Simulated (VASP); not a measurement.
A run of VASP 6.6.1:

File POSCAR:

```
BP
1.0
    0.0000000000      2.2683156724      2.2683156724
    2.2683156724      0.0000000000      2.2683156724
    2.2683156724      2.2683156724      0.0000000000
B P
1 1
Direct
    0.0000000000      0.0000000000      0.0000000000
    0.2500000000      0.2500000000      0.2500000000
```

The input INCAR.step1:

```
PREC     = Accurate       # precision mode
ENCUT    = 520            # plane-wave cutoff, eV
EDIFF    = 1E-5           # SCF threshold, eV
ISMEAR   = 0              # smearing method
SIGMA    = 0.01           # smearing width, eV
LREAL    = F              # projectors in reciprocal space
LASPH    = T              # aspherical terms in the spheres
NELM     = 100            # most SCF steps
ALGO     = Normal         # electronic algorithm
ISIF     = 2              # what is computed and relaxed
LWAVE    = T              # write WAVECAR
LCHARG   = F              # write CHGCAR
NBANDS   = 11             # bands
GGA      = PE             # functional
```

INCAR.step2

```
PREC     = Accurate       # precision mode
ENCUT    = 520            # plane-wave cutoff, eV
EDIFF    = 1E-6           # SCF threshold, eV
ISMEAR   = 0              # smearing method
SIGMA    = 0.01           # smearing width, eV
LREAL    = F              # projectors in reciprocal space
LASPH    = T              # aspherical terms in the spheres
NELM     = 100            # most SCF steps
ALGO     = Normal         # electronic algorithm
ISIF     = 2              # what is computed and relaxed
LWAVE    = F              # write WAVECAR
LCHARG   = F              # write CHGCAR
GGA      = PE             # functional
LHFCALC  = T              # exact exchange
AEXX     = 0.4            # exact-exchange fraction
PRECFOCK = Normal       
NBANDS   = 11             # bands
ISTART   = 1
```

KPOINTS

```
Automatic mesh
0
Gamma
  4 4 4
```

Potentials or basis: VASP PAW PBE potentials, release 64 (B, P).

Command:

```console
$ cat potpaw_PBE.64/B/POTCAR potpaw_PBE.64/P/POTCAR > POTCAR
$ cp INCAR.step1 INCAR
$ mpirun -np 1 vasp_std > vasp.out
$ cp INCAR.step2 INCAR
$ mpirun -np 1 vasp_std > vasp.out
```

Hardware: 1 thread of AMD EPYC 7R13 Processor (Zen 3) (shared host).

Task: How long does it take, and how much memory?

Result: Run time: 96 s on 1 thread of AMD EPYC 7R13 Processor (Zen 3), with other jobs on the host, peak memory 0.1 GiB. Counts: k points 8.
